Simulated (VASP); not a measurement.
# CdIn3 (Fm-3m) in VASP: vibrations by perturbation theory with LDA

Aim: the vibrations by perturbation theory of CdIn3 with LDA.

Program: VASP 6.6.1. These are calculated values, not measurements. Logs are shortened: lines on timing, memory, paths and dates and some standing lists are left out, and cuts for length are marked.

### 1 The cell of the first run

Symmetry: Fm-3m, No. 225, cubic system. Conventional cell: a = 7.451 Å, b = 7.451 Å, c = 7.451 Å, α = 90.00°, β = 90.00°, γ = 90.00°. Cd (site symmetry m-3m) has 14 In at 3.23 to 3.73 Å within 4.2 Å. In (site symmetry -43m) has 4 Cd at 3.23 Å and 10 In at 3.23 to 3.73 Å within 4.2 Å. Within 4.2 Å of In (site symmetry m-3m) lie 8 In at 3.23 Å and 6 Cd at 3.73 Å.

### 2 Vibrations by perturbation theory, LDA

File INCAR:

```
SYSTEM = CdIn3
ALGO = Normal
EDIFF = 1E-8
ENCUT = 520
IBRION = 8
ISIF = 2
ISMEAR = 0
LASPH = .True.
LCHARG = .True.
LREAL = .False.
LWAVE = .False.
NELM = 80
NSW = 1
PREC = Accurate
SIGMA = 0.2
```

File KPOINTS:

```
k-points
0
Gamma
  7 7 7
  0 0 0
```

File POSCAR:

```
CdIn3
1.0
    0.0000000000      3.7255400000      3.7255400000
    3.7255400000      0.0000000000      3.7255400000
    3.7255400000      3.7255400000      0.0000000000
Cd In
1 3
Direct
    0.0000000000      0.0000000000      0.0000000000
    0.2500000000      0.2500000000      0.2500000000
    0.7500000000      0.7500000000      0.7500000000
    0.5000000000      0.5000000000      0.5000000000
```

Potentials or basis: VASP PAW LDA potentials, release 64 (Cd, In_d).

Started as:

```console
cat potpaw_LDA.64/Cd/POTCAR potpaw_LDA.64/In_d/POTCAR > POTCAR
mpirun -np 1 vasp_std > vasp.out
```

OUTCAR:

```text
SYSTEM = CdIn3
   EDIFF = 1E-8
   ENCUT = 520
   IBRION = 8
   ISIF = 2
   ISMEAR = 0
   LASPH = .True.
   LREAL = .False.
   NELM = 80
   NSW = 1
   PREC = Accurate

 ion  position               nearest neighbor table
   1  0.000  0.000  0.000-   3 3.23   3 3.23   3 3.23   2 3.23   2 3.23   2 3.23   3 3.23   2 3.23
                             4 3.73   4 3.73   4 3.73   4 3.73   4 3.73   4 3.73
   2  0.250  0.250  0.250-   1 3.23   1 3.23   1 3.23   4 3.23   4 3.23   4 3.23   4 3.23   1 3.23
                             3 3.73   3 3.73   3 3.73   3 3.73   3 3.73   3 3.73
   3  0.750  0.750  0.750-   4 3.23   4 3.23   4 3.23   1 3.23   1 3.23   1 3.23   4 3.23   1 3.23
                             2 3.73   2 3.73   2 3.73   2 3.73   2 3.73   2 3.73
   4  0.500  0.500  0.500-   2 3.23   2 3.23   2 3.23   3 3.23   3 3.23   3 3.23   3 3.23   2 3.23
                             1 3.73   1 3.73   1 3.73   1 3.73   1 3.73   1 3.73

  LATTYP: Found a face centered cubic cell.
 ALAT       =     7.4510800000

  Lattice vectors:

 A1 = (   0.0000000000,   3.7255400000,   3.7255400000)
 A2 = (   3.7255400000,   0.0000000000,   3.7255400000)
 A3 = (   3.7255400000,   3.7255400000,   0.0000000000)

Analysis of symmetry for initial positions (statically):
=====================================================================
 Subroutine PRICEL returns:
 Original cell was already a primitive cell.

 Routine SETGRP: Setting up the symmetry group for a
 face centered cubic supercell.

 Subroutine GETGRP returns: Found 48 space group operations
 (whereof 48 operations were pure point group operations)
 out of a pool of 48 trial point group operations.

The static configuration has the point symmetry O_h .

Analysis of symmetry for dynamics (positions and initial velocities):
=====================================================================
 Subroutine PRICEL returns:
 Original cell was already a primitive cell.

 Routine SETGRP: Setting up the symmetry group for a
 face centered cubic supercell.

 Subroutine GETGRP returns: Found 48 space group operations
 (whereof 48 operations were pure point group operations)
 out of a pool of 48 trial point group operations.

The dynamic configuration has the point symmetry O_h .

 Subroutine INISYM returns: Found 48 space group operations
 (whereof 48 operations are pure point group operations),
 and found     1 'primitive' translations

----------------------------------------------------------------------------------------

                                     Primitive cell

  volume of cell :     103.4184

  direct lattice vectors                    reciprocal lattice vectors
     0.000000000  3.725540000  3.725540000    -0.134208732  0.134208732  0.134208732
     3.725540000  0.000000000  3.725540000     0.134208732 -0.134208732  0.134208732
     3.725540000  3.725540000  0.000000000     0.134208732  0.134208732 -0.134208732

  length of vectors
     5.268709195  5.268709195  5.268709195     0.232456343  0.232456343  0.232456343

  position of ions in fractional coordinates (direct lattice)
     0.000000000  0.000000000  0.000000000
     0.250000000  0.250000000  0.250000000
     0.750000000  0.750000000  0.750000000
     0.500000000  0.500000000  0.500000000

  ion indices of the primitive-cell ions
   primitive index   ion index
                 1           1
                 2           2
[... 115 lines left out ...]
  free energy    TOTEN  =       -10.89744794 eV

  energy without entropy =      -10.84678377  energy(sigma->0) =      -10.87211585

 E-fermi :   5.7526     XC(G=0): -10.5547

 val. band max:        5.7294566899   @ k =   0.1429   0.0000   0.0000
 cond. band min:       5.7832098769   @ k =  -0.4286   0.2857   0.1429
 fundamental gap:      0.0537531870
 Fermi energy:         5.7525540073

 k-point     1 :       0.0000    0.0000    0.0000
  band No.  band energies     occupation
      1      -8.7367      2.00000
      2      -8.7367      2.00000
      3      -8.6931      2.00000
      4      -8.6931      2.00000
      5      -8.6931      2.00000
      6      -8.6042      2.00000
[... 649 lines left out ...]
     29      10.2570      0.00000
     30      10.7614      0.00000

------------------------ aborting loop because EDIFF is reached ----------------------------------------

  FORCE on cell =-STRESS in cart. coord.  units (eV):
  Direction    XX          YY          ZZ          XY          YZ          ZX
  --------------------------------------------------------------------------------------
  -------------------------------------------------------------------------------------
  Total       -1.9979417     -1.9979417     -1.9979417      0.0000000      0.0000000      0.0000000
  in kB      -30.9524982    -30.9524982    -30.9524982      0.0000000      0.0000000      0.0000000
  external PRESSURE =     -30.9524982 kB  Pullay stress =       0.0000000 kB

 VOLUME and BASIS-vectors are now :
 -----------------------------------------------------------------------------
  energy-cutoff  :      520.00
  volume of cell :      103.42
      direct lattice vectors                 reciprocal lattice vectors
     0.000000000  3.725540000  3.725540000    -0.134208732  0.134208732  0.134208732
     3.725540000  0.000000000  3.725540000     0.134208732 -0.134208732  0.134208732
     3.725540000  3.725540000  0.000000000     0.134208732  0.134208732 -0.134208732

 POSITION                                       TOTAL-FORCE (eV/Angst)
 -----------------------------------------------------------------------------------
      0.00000      0.00000      0.00000         0.000000     -0.000000      0.000000
      1.86277      1.86277      1.86277        -0.000000     -0.000000     -0.000000
      5.58831      5.58831      5.58831         0.000000      0.000000      0.000000
      3.72554      3.72554      3.72554         0.000000     -0.000000      0.000000
 -----------------------------------------------------------------------------------
    total drift:                               -0.000000      0.000000      0.000000

  FREE ENERGIE OF THE ION-ELECTRON SYSTEM (eV)
  ---------------------------------------------------
  free  energy   TOTEN  =       -10.8974479381 eV

  energy  without entropy=      -10.8467837715  energy(sigma->0) =      -10.87211585

[... ionic steps 2 to 12 ...]

--------------------------------------- Ionic step       13  -------------------------------------------

 Free energy of the ion-electron system (eV)
  ---------------------------------------------------
  ---------------------------------------------------
  free energy    TOTEN  =        -0.24171219 eV

  energy without entropy =       -0.24171220

------------------------ aborting loop because EDIFF is reached ----------------------------------------

 INTERNAL STRAIN TENSOR  FOR ION    4  DIRECTION 1   (eV/Angst):
 -----------------------------------------------------------------------------
    -0.02678 -0.00000  0.00000
    -0.00000  0.01128  0.00000
     0.00000  0.00000  0.01128

 INTERNAL STRAIN TENSOR FOR ION    4 for displacements in x,y,z  (eV/Angst):
          X           Y           Z          XY          YZ          ZX
  --------------------------------------------------------------------------------
  x     0.00000     0.00000     0.00000     0.00000     0.00000     0.00000
  y     0.00000     0.00000     0.00000     0.00000     0.00000     0.00000
  z     0.00000     0.00000     0.00000     0.00000     0.00000     0.00000

 SECOND DERIVATIVES (NOT SYMMETRIZED)
 ------------------------------------
               1X          1Y          1Z          2X          2Y          2Z          3X          3Y          3Z          4X          4Y          4Z
  1X    -1.074633    0.000000    0.000000    0.570470    0.000000    0.000000    0.570470    0.000000    0.000000   -0.066307    0.000000    0.000000
  1Y     0.000000   -1.074633    0.000000    0.000000    0.570470    0.000000    0.000000    0.570470    0.000000    0.000000   -0.066307    0.000000
  1Z     0.000000    0.000000   -1.074633    0.000000    0.000000    0.570470    0.000000    0.000000    0.570470    0.000000    0.000000   -0.066307
  2X     0.599796    0.000000    0.000000   -1.181633    0.000000    0.000000   -0.148313    0.000000    0.000000    0.730150    0.000000    0.000000
  2Y     0.000000    0.599796    0.000000    0.000000   -1.181633    0.000000    0.000000   -0.148313   -0.000000    0.000000    0.730150    0.000000
  2Z     0.000000    0.000000    0.599796    0.000000    0.000000   -1.181633    0.000000   -0.000000   -0.148313    0.000000    0.000000    0.730150
  3X     0.599796    0.000000    0.000000   -0.148313    0.000000    0.000000   -1.181633    0.000000    0.000000    0.730150    0.000000    0.000000
  3Y     0.000000    0.599796    0.000000    0.000000   -0.148313   -0.000000    0.000000   -1.181633    0.000000    0.000000    0.730150    0.000000
  3Z     0.000000    0.000000    0.599796    0.000000   -0.000000   -0.148313    0.000000    0.000000   -1.181633    0.000000    0.000000    0.730150
  4X    -0.048946    0.000000    0.000000    0.743827    0.000000    0.000000    0.743827    0.000000    0.000000   -1.438707    0.000000    0.000000
  4Y     0.000000   -0.048946    0.000000    0.000000    0.743827    0.000000    0.000000    0.743827    0.000000    0.000000   -1.438707    0.000000
  4Z     0.000000    0.000000   -0.048946    0.000000    0.000000    0.743827    0.000000    0.000000    0.743827    0.000000    0.000000   -1.438707

 Eigenvectors and eigenvalues of the dynamical matrix
 ----------------------------------------------------

   1 f  =    2.392998 THz    15.035653 2PiTHz   79.821835 cm-1     9.896642 meV
             X         Y         Z           dx          dy          dz
      0.000000  0.000000  0.000000    -0.000000   -0.000000   -0.388975
      1.862770  1.862770  1.862770     0.000000    0.000000    0.494229
      5.588310  5.588310  5.588310     0.000000    0.000000    0.494229
      3.725540  3.725540  3.725540    -0.000000   -0.000000   -0.600144
[... 71 lines left out ...]
  12 f/i=    0.030528 THz     0.191811 2PiTHz    1.018293 cm-1     0.126252 meV
             X         Y         Z           dx          dy          dz
      0.000000  0.000000  0.000000    -0.287006   -0.423294    0.004357
      1.862770  1.862770  1.862770    -0.280018   -0.412987    0.004251
      5.588310  5.588310  5.588310    -0.280018   -0.412987    0.004251
      3.725540  3.725540  3.725540    -0.275180   -0.405853    0.004178

--------------------------------------------------------------------------------------------------------

 ELASTIC MODULI CONTR FROM IONIC RELAXATION (kBar)
 Direction    XX          YY          ZZ          XY          YZ          ZX
 --------------------------------------------------------------------------------
 XX          -0.0000     -0.0000     -0.0000     -0.0000     -0.0000     -0.0000
 YY          -0.0000     -0.0000     -0.0000     -0.0000     -0.0000      0.0000
 ZZ          -0.0000     -0.0000     -0.0000     -0.0000     -0.0000     -0.0000
 XY          -0.0000     -0.0000     -0.0000    -20.6815      0.0000     -0.0000
 YZ          -0.0000     -0.0000     -0.0000      0.0000    -20.6815      0.0000
 ZX          -0.0000      0.0000     -0.0000     -0.0000      0.0000    -20.6815
 --------------------------------------------------------------------------------
```

It took 10 min on 1 thread of Intel Xeon Platinum 8259CL at 2.50GHz (Skylake/Cascade Lake), shared host; peak memory 0.55 GiB.

Results:

| Property | Result |
| --- | --- |
| Highest phonon frequency at Γ | 80 cm⁻¹ |

Phonon frequencies in cm⁻¹ (negative: imaginary):
```tsv
q point	frequencies
(0.000, 0.000, 0.000)	-1 -1 -1 49 49 49 53 53 53 80 80 80
```

Caveat: the cell stands under pressure or tension, which shifts response properties; spin-orbit coupling is left out, which moves the levels of the heavy elements.
